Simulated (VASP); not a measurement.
Set up this calculation in VASP 6.6.1, as the native input.

```yaml
Task: relaxation of cell and atoms
Functional: PBE
Potentials_or_basis: VASP PAW PBE potentials, release 64 (Y_sv)
Cutoff: 600 eV
k_mesh: 6 × 6 × 2
Occupations: gaussian, width 0.1 eV
Spin: no spin polarisation
Dipole_correction: no
Further_INCAR_settings: ALGO = Fast; EDIFF = 1e-06; IBRION = 2; EDIFFG = -0.04; NSW = 90; ISIF = 3
```

The structure of Y lies in POSCAR:

```
Y
1.0
    3.5813442200      0.0000000000      0.0000000000
   -1.7906721100      3.1015350800      0.0000000000
    0.0000000000      0.0000000000      8.2799445800
Y
3
Direct
    0.3333333300      0.6666666700      0.8101003700
    0.0000000000      0.0000000000      0.5000000000
    0.6666666700      0.3333333300      0.1898996300
```

These files were run (other wordings do the same):

INCAR

```
SYSTEM = Y
PREC = Accurate
ENCUT = 600
EDIFF = 1E-6
ISMEAR = 0
SIGMA = 0.1
LREAL = .FALSE.
LASPH = .TRUE.
NELM = 60
ALGO = Fast
ISIF = 3
LWAVE = .FALSE.
LCHARG = .FALSE.
GGA = PE
IBRION = 2
NSW = 90
EDIFFG = -0.04
```

KPOINTS

```
Automatic mesh
0
G
  6 6 2
  0 0 0
```

Potentials or basis: VASP PAW PBE potentials, release 64 (Y_sv).

Launch:

```sh
$ cat potpaw_PBE.64/Y_sv/POTCAR > POTCAR
$ mpirun -np 1 vasp_std > vasp.out
```

Results of the run:

```yaml
Relaxed_volume: 32.19 Å³/atom
Relaxed_cell: a = 3.581 Å, b = 3.581 Å, c = 8.696 Å, α = 90.00°, β = 90.00°, γ = 120.00°
Space_group_after_relaxing_to_0.1_Å: Fm-3m (No. 225)
Energy_gained_by_relaxing: 97.8 meV/atom
Ionic_steps: 11
Pressure_after_relaxing: 0.0 GPa
Largest_force_after_relaxing: 0.009 eV/Å
Band_gap_on_the_k_mesh: zero (an odd number of electrons rules out a gap without spin polarisation)
```

Caveat: the k points lie up to 0.36 Å⁻¹ apart in the final cell, too coarse for converged energies and pressures of a metal.

It took 13 min on 1 thread of Oxide Virtual Turin-like Processor, on a shared host, peak memory 0.23 GiB.
